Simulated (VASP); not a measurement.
Crystal: Sn3Br.

```
Sn Br
1.0
     5.66704    0.00000    0.00000
     0.00000    5.66704    0.00000
     0.00000    0.00000    3.53852
Sn Br
3 1
Direct
  0.00000 0.50000 0.50000
  0.50000 0.00000 0.50000
  0.50000 0.50000 0.00000
  0.00000 0.00000 0.00000
```

| Property | Result |
| --- | --- |
| Program | VASP 6.6.1 |
| Task | relaxation of cell and atoms |
| Functional | PBE |
| Potentials or basis | VASP PAW PBE potentials, release 64 (Sn_d, Br) |
| Cutoff | 600 eV |
| k mesh | 4 × 4 × 6 |
| Occupations | gaussian, width 0.1 eV |
| Spin | no spin polarisation |

At the start: pressure -0.2 GPa; volume 28.41 Å³/atom.

Task: How do energy, volume and symmetry change on relaxing?

Result: Over 6 steps the energy falls by 7.9 meV/atom and the volume is 28.38 Å³/atom (-0.1 %); space group P4/mmm (No. 123, to 0.05 Å).

Step by step:
```
step  energy change (eV)  largest force (eV/Å)  pressure (GPa)  volume (Å³)
   1              0.0000                0.0000           -0.19       113.64
   2             -0.0140                0.0000            0.09       113.07
   3             -0.0265                0.0000            0.54       112.08
   4             -0.0270                0.0000            0.71       111.76
   5             -0.0311                0.0000           -0.15       114.16
   6             -0.0318                0.0000            0.07       113.52
```

Final structure:
```cif
data_structure
_symmetry_space_group_name_H-M 'P 1'
_symmetry_Int_Tables_number 1
_cell_length_a 5.7910
_cell_length_b 5.7910
_cell_length_c 3.3851
_cell_angle_alpha 90.000
_cell_angle_beta 90.000
_cell_angle_gamma 90.000
_cell_volume 113.52
loop_
_atom_site_label
_atom_site_type_symbol
_atom_site_fract_x
_atom_site_fract_y
_atom_site_fract_z
_atom_site_occupancy
Sn1 Sn 0.00000 0.50000 0.50000 1
Sn2 Sn 0.50000 0.00000 0.50000 1
Sn3 Sn 0.50000 0.50000 0.00000 1
Br1 Br 0.00000 0.00000 0.00000 1
```

Caveat: an odd number of electrons without spin polarisation forces a metal; a magnetic or distorted state may lie lower.
